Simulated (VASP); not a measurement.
Wanted: the native input for a VASP 6.6.1 run.

```
Task                   : single point
Functional             : PBE
Potentials or basis    : VASP PAW PBE potentials, release 64 (Ti_sv)
Cutoff                 : 500 eV
k mesh                 : 18 × 18 × 10
Occupations            : gaussian, width 0.1 eV
Spin                   : no spin polarisation
Dipole correction      : no
Further INCAR settings : ALGO = Normal; EDIFF = 1e-06; NBANDS = 19
```

The structure of Ti lies in POSCAR:

```
Ti
1.0
    2.9090571258      0.0000000000      0.0000000000
   -1.4545285629      2.5193173720      0.0000000000
    0.0000000000      0.0000000000      4.6029194021
Ti
2
Direct
    0.3333333333      0.6666666667      0.2500000000
    0.6666666667      0.3333333333      0.7500000000
```

This cell differs from its parent crystal: volume scaled by 0.97, then relaxed in part.

The input as run:

INCAR

```
SYSTEM = Ti
PREC = Accurate
ENCUT = 500
EDIFF = 1E-6
ISMEAR = 0
SIGMA = 0.1
LREAL = .False.
LASPH = .True.
NELM = 120
ALGO = Normal
ISIF = 2
LWAVE = .False.
LCHARG = .False.
GGA = PE
NBANDS = 19
GGA_COMPAT = .False.
```

KPOINTS

```
regular mesh
0
Gamma
  18 18 10
  0 0 0
```

Potentials or basis: VASP PAW PBE potentials, release 64 (Ti_sv).

Launch:

```console
$ cat potpaw_PBE.64/Ti_sv/POTCAR > POTCAR
$ mpirun -np 1 vasp_std > vasp.out
```

It gave:

```
Pressure               : 3.3 GPa
Band gap on the k mesh : zero (band 12 reaches 9.44 eV, above the bottom of band 13 at 8.32 eV)
```

Run time: 58 s on 1 thread of Intel Xeon 6975P-C, with other jobs on the host, peak memory 0.24 GiB.
